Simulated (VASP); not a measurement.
Crystal: ZnS.

```
Zn S
1.0
     0.00000    2.70200    2.70200
     2.70200    0.00000    2.70200
     2.70200    2.70200    0.00000
Zn S
1 1
Direct
  0.75000 0.75000 0.75000
  0.00000 0.00000 0.00000
```

Program: VASP 6.6.1. Alike in all runs: task single point; potentials or basis VASP PAW PBE potentials, release 64 (Zn, S); no spin polarisation; cell as given; cutoff (eV) 520. Hardware: 1 thread of Intel Xeon 8259CL, on a shared host.

**Question.** Order these runs on this cell by their wall time, lowest first.
A. level PBE; k mesh 4 × 4 × 4; smearing fermi-dirac 0.03 eV
B. level PBE; k mesh 9 × 9 × 9; smearing gaussian 0.025 eV
C. level r2SCAN; k mesh 9 × 9 × 9; smearing fermi-dirac 0.05 eV

**Answer.** A (7.1 s), B (33 s), C (120 s).

Caveats: some runs use coarse meshes.
